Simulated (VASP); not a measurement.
Here is a VASP 6.6.1 calculation.

File INCAR:

```
SYSTEM = Si2W
PREC     = Accurate       ! precision mode
ENCUT    = 520            ! plane-wave cutoff, eV
EDIFF    = 1E-6           ! SCF threshold, eV
ISMEAR   = 0              ! smearing method
SIGMA    = 0.1            ! smearing width, eV
LREAL    = .FALSE.        ! projectors in reciprocal space
LASPH    = .TRUE.         ! aspherical terms in the spheres
NELM     = 80             ! most SCF steps
ALGO     = Normal         ! electronic algorithm
ISIF     = 2              ! what is computed and relaxed
LWAVE    = .FALSE.        ! write WAVECAR
LCHARG   = .FALSE.        ! write CHGCAR
NBANDS   = 43             ! bands
```

The input KPOINTS:

```
regular mesh
0
G
  12 12 8
  0 0 0
```

File POSCAR:

```
Si2W
1.0
    4.5514839264      0.0000000000      0.0000000000
   -2.2757419632      3.9417007052      0.0000000000
    0.0000000000      0.0000000000      6.5671269824
Si W
6 3
Direct
    0.8361180924      0.6722361847      0.5000000000
    0.1638819076      0.8361180924      0.8333333333
    0.6722361847      0.8361180924      0.1666666667
    0.1638819076      0.3277638153      0.5000000000
    0.8361180924      0.1638819076      0.8333333333
    0.3277638153      0.1638819076      0.1666666667
    0.0000000000      0.5000000000      0.1666666667
    0.5000000000      0.5000000000      0.8333333333
    0.5000000000      0.0000000000      0.5000000000
```

Potentials or basis: VASP PAW LDA potentials, release 64 (Si, W_sv).

Command:

```bash
$ cat potpaw_LDA.64/Si/POTCAR potpaw_LDA.64/W_sv/POTCAR > POTCAR
$ mpirun -np 1 vasp_std > vasp.out
```

Q: Predict the largest force.

A: 0.008 eV/Å.

Q: Predict the band gap on the k mesh.

A: Zero (bands 33 and 34 overlap by 0.02 eV).

Q: What does it give for the pressure?

A: 0.7 GPa.

Forces in eV/Å, atoms in the order of the input:
```
Si   0.000  0.008  0.000
Si  -0.007  0.004  0.000
Si   0.007  0.004  0.000
Si   0.000 -0.008  0.000
Si   0.007 -0.004  0.000
Si  -0.007 -0.004  0.000
W    0.000  0.000  0.000
W    0.000  0.000  0.000
W    0.000  0.000  0.000
```

Caveat: spin-orbit coupling is left out, which moves the levels of the heavy elements.
